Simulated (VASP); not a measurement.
# Pt (Fm-3m) in VASP: further runs, part 3 of 3

VASP 6.6.1.

## Step 5: Single point, PBE

INCAR reads:

```
  PREC = Accurate
  ENCUT = 520
  EDIFF = 1E-6
  ISMEAR = 1
  SIGMA = 0.2
  LREAL = F
  LASPH = T
  NELM = 100
  ALGO = Normal
  ISIF = 2
  LWAVE = F
  LCHARG = T
  GGA = PE
  LELF = T
  LVHAR = T
  NBANDS = 11
```

KPOINTS reads:

```
Automatic mesh
0
Gamma
  14 14 14
```

POSCAR reads:

```
Pt
1.0
    0.0000000000      1.9857786488      1.9857786488
    1.9857786488      0.0000000000      1.9857786488
    1.9857786488      1.9857786488      0.0000000000
Pt
1
Direct
    0.0000000000      0.0000000000      0.0000000000
```

Potentials or basis: VASP PAW PBE potentials, release 64 (Pt).

Launch:

```
cat potpaw_PBE.64/Pt/POTCAR > POTCAR
mpirun -np 1 vasp_std > vasp.out
```

OUTCAR:

```text
PREC = Accurate
   ENCUT = 520
   EDIFF = 1E-6
   ISMEAR = 1
   LREAL = F
   LASPH = T
   NELM = 100
   ISIF = 2
   GGA = PE

 ion  position               nearest neighbor table
   1  0.000  0.000  0.000-

  LATTYP: Found a face centered cubic cell.
 ALAT       =     3.9715572976

  Lattice vectors:

 A1 = (   0.0000000000,   1.9857786488,   1.9857786488)
 A2 = (   1.9857786488,   0.0000000000,   1.9857786488)
 A3 = (   1.9857786488,   1.9857786488,   0.0000000000)

Analysis of symmetry for initial positions (statically):
=====================================================================
 Subroutine PRICEL returns:
 Original cell was already a primitive cell.

 Routine SETGRP: Setting up the symmetry group for a
 face centered cubic supercell.

 Subroutine GETGRP returns: Found 48 space group operations
 (whereof 48 operations were pure point group operations)
 out of a pool of 48 trial point group operations.

The static configuration has the point symmetry O_h .

Analysis of symmetry for dynamics (positions and initial velocities):
=====================================================================
 Subroutine PRICEL returns:
 Original cell was already a primitive cell.

 Routine SETGRP: Setting up the symmetry group for a
 face centered cubic supercell.

 Subroutine GETGRP returns: Found 48 space group operations
 (whereof 48 operations were pure point group operations)
 out of a pool of 48 trial point group operations.

The dynamic configuration has the point symmetry O_h .

 Subroutine INISYM returns: Found 48 space group operations
 (whereof 48 operations are pure point group operations),
 and found     1 'primitive' translations

----------------------------------------------------------------------------------------

                                     Primitive cell
[... 107 lines left out ...]
   IMIX   =      4    mixing-type and parameters
     AMIX     =   0.40;   BMIX     =  1.00
     AMIX_MAG =   1.60;   BMIX_MAG =  1.00
  volume/ion in A,a.u.               =      15.66       105.69
  Fermi-wavevector in a.u.,A,eV,Ry     =   1.409724  2.663991 27.039142  1.987321
  Thomas-Fermi vector in A             =   2.531750
   LORBIT       =      0    0 simple, 1 ext, 2 COOP (PROOUT), +10 PAW based schemes
   GGA     = PE    functional components
   LHFCALC =     F    Hartree Fock is set to
   AEXX    =    0.0000 exact exchange contribution
   IVDW    =     0    specifies the selected vdW correction
   LEPSILON=     F    determine dielectric tensor
   LRPA    =     F    only Hartree local field effects (RPA)
 non-spin polarized calculation
 Methfessel and Paxton  Order N= 1 SIGMA  =   0.20
  energy-cutoff  :      520.00
  volume of cell :       15.66
 maximum number of plane-waves:       444
 NGX is ok and might be reduce to    24
   NGX = 11   NGY = 11   NGZ = 11

 number of electron      10.0000002 magnetization

 Free energy of the ion-electron system (eV)
  ---------------------------------------------------
  ext. energy  EPLUGINS =         0.00000000
  ---------------------------------------------------
  free energy    TOTEN  =        -6.10497330 eV

  energy without entropy =       -6.10331578  energy(sigma->0) =       -6.10442079

 E-fermi :  10.5304     XC(G=0): -13.2648

 val. band max:       10.5229064908   @ k =   0.5000   0.3571   0.0714
 cond. band min:      10.5432992752   @ k =   0.4286   0.1429   0.0000
 fundamental gap:      0.0203927844
 Fermi energy:        10.5304216381

 k-point     1 :       0.0000    0.0000    0.0000
  band No.  band energies     occupation
      1       0.7553      2.00000
      2       6.9882      2.00000
      3       6.9882      2.00000
      4       6.9882      2.00000
      5       9.0147      2.00000
      6       9.0147      2.00000
      7      25.2898      0.00000
      8      30.0467      0.00000
      9      30.0467      0.00000
     10      30.0467      0.00000
     11      35.2560      0.00000
[... 309 lines left out ...]
 k-point    24 :       0.2857    0.1429    0.0000
  band No.  band energies     occupation
      1       3.2136      2.00000
      2       5.9864      2.00000
      3       7.3207      2.00000
      4       7.8627      2.00000
      5       8.9252      2.00000
      6       9.7387      2.00000
      7      24.5314      0.00000
      8      27.7531      0.00000
      9      29.0762      0.00000
     10      30.5460      0.00000
     11      34.2558      0.00000

 [... further k-points ...]
[... 5 lines left out ...]
  --------------------------------------------------------------------------------------
  -------------------------------------------------------------------------------------
  Total       -0.0946134     -0.0946134     -0.0946134      0.0000000      0.0000000      0.0000000
  in kB       -9.6792287     -9.6792287     -9.6792287      0.0000000      0.0000000      0.0000000
  external PRESSURE =      -9.6792287 kB  Pullay stress =       0.0000000 kB

 VOLUME and BASIS-vectors are now :
 -----------------------------------------------------------------------------
  energy-cutoff  :      520.00
  volume of cell :       15.66
      direct lattice vectors                 reciprocal lattice vectors
     0.000000000  1.985778649  1.985778649    -0.251790400  0.251790400  0.251790400
     1.985778649  0.000000000  1.985778649     0.251790400 -0.251790400  0.251790400
     1.985778649  1.985778649  0.000000000     0.251790400  0.251790400 -0.251790400

 POSITION                                       TOTAL-FORCE (eV/Angst)
 -----------------------------------------------------------------------------------
      0.00000      0.00000      0.00000         0.000000     -0.000000      0.000000
 -----------------------------------------------------------------------------------
    total drift:                               -0.000000      0.000000     -0.000000

  FREE ENERGIE OF THE ION-ELECTRON SYSTEM (eV)
  ---------------------------------------------------
  free  energy   TOTEN  =        -6.1049733017 eV

  energy  without entropy=       -6.1033157766  energy(sigma->0) =       -6.10442079
```

Wall time 7.4 s (1 thread of Intel Xeon 6975P-C, shared host); peak memory 0.15 GiB.

Results:

| Item | Value |
| --- | --- |
| Free energy | -6.1050 eV |
| Pressure | -1.0 GPa |
| Band gap on the k mesh | zero (band 5 reaches 11.01 eV, above the bottom of band 6 at 8.91 eV) |

Caveat: spin-orbit coupling is left out, which moves the levels of the heavy elements.

## Step 6: The runs side by side

| smearing | gap on the mesh (eV) | pressure (GPa) |
| --- | --- | --- |
| methfessel-paxton 1 eV | none | -0.3 |
| methfessel-paxton 0.01 eV | none | -1.0 |
| methfessel-paxton 0.03 eV | none | -1.0 |
| methfessel-paxton 0.2 eV | none | -1.0 |

Alike in all rows: task single point; level PBE; potentials or basis VASP PAW PBE potentials, release 64 (Pt); no spin polarisation; cell as given; k mesh 14 × 14 × 14; cutoff (eV) 520.

Every run on the cell as given and a fine mesh finds a metal.

Caveats: spin-orbit coupling is left out, which moves the levels of the heavy elements.

Absolute energies hang on the potentials; compare differences alone.
